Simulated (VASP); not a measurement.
Wanted: the native input for a VASP 6.6.1 run.

| Quantity | Value |
| --- | --- |
| Task | single point |
| Functional | PBE-based screened hybrid with 25 % exact exchange |
| Potentials or basis | VASP PAW PBE potentials, release 64 (Mg, S) |
| Cutoff | 520 eV |
| k mesh | 5 × 5 × 4 |
| Occupations | fermi-dirac, width 0.05 eV |
| Spin | no spin polarisation |
| Dipole correction | no |
| Grid for exact exchange (PRECFOCK) | Normal |
| Share of exact exchange | 0.25 |
| Further INCAR settings | ALGO = Normal; EDIFF = 1e-06; NBANDS = 11 |
| Screening parameter | 0.15 1/Å |

Crystal: MgS.

```
Mg S
1.0
     0.06676    2.51847    2.70689
     3.05218    0.19366    2.57999
     3.39229    2.73167   -0.14645
Mg S
1 1
Cartesian
  0.1008 2.5250 2.7080
  4.8494 4.0763 3.8542
```

These files were run (other wordings do the same):

POSCAR

```
MgS
1.0
    0.0667560700      2.5184650300      2.7068920500
    3.0521833800      0.1936562600      2.5799918600
    3.3922924900      2.7316739500     -0.1464528500
Mg S
1 1
Direct
    0.9960441600      0.0048933100      0.0057007100
    0.7539558400      0.7451066900      0.7442992900
```

INCAR.step1

```
PREC     = Accurate       # precision mode
ENCUT    = 520            # plane-wave cutoff, eV
EDIFF    = 1E-5           # SCF threshold, eV
ISMEAR   = -1             # smearing method
SIGMA    = 0.05           # smearing width, eV
LREAL    = F              # projectors in reciprocal space
LASPH    = T              # aspherical terms in the spheres
NELM     = 60             # most SCF steps
ALGO     = Normal         # electronic algorithm
ISIF     = 2              # what is computed and relaxed
LWAVE    = T              # write WAVECAR
LCHARG   = F              # write CHGCAR
GGA      = PE             # functional
NBANDS   = 11             # bands
```

INCAR.step2

```
PREC     = Accurate       # precision mode
ENCUT    = 520            # plane-wave cutoff, eV
EDIFF    = 1E-6           # SCF threshold, eV
ISMEAR   = -1             # smearing method
SIGMA    = 0.05           # smearing width, eV
LREAL    = F              # projectors in reciprocal space
LASPH    = T              # aspherical terms in the spheres
NELM     = 60             # most SCF steps
ALGO     = Normal         # electronic algorithm
ISIF     = 2              # what is computed and relaxed
LWAVE    = F              # write WAVECAR
LCHARG   = F              # write CHGCAR
GGA      = PE             # functional
LHFCALC  = T              # exact exchange
AEXX     = 0.25           # exact-exchange fraction
HFSCREEN = 0.15           # screening, 1/A
PRECFOCK = Normal       
ISTART   = 1            
NBANDS   = 11             # bands
```

KPOINTS

```
regular mesh
0
Gamma
  5 5 4
```

Potentials or basis: VASP PAW PBE potentials, release 64 (Mg, S).

The run is started by

```bash
$ cat potpaw_PBE.64/Mg/POTCAR potpaw_PBE.64/S/POTCAR > POTCAR
$ cp INCAR.step1 INCAR
$ mpirun -np 1 vasp_std > vasp.out
$ cp INCAR.step2 INCAR
$ mpirun -np 1 vasp_std > vasp.out
```

It gave:

| Property | Result |
| --- | --- |
| Pressure | 3.5 GPa |
| Largest force | 1.765 eV/Å |
| Band gap on the k mesh | 3.92 eV (least direct gap 4.00 eV) |

Caveat: the k points lie up to 0.42 Å⁻¹ apart; the PAW data sets were made with another functional, which shifts forces and pressure a little.

It took 25 min on 1 thread of AMD EPYC 7R43 64-Core Processor (Zen 3), on a shared host, peak memory 0.26 GiB.
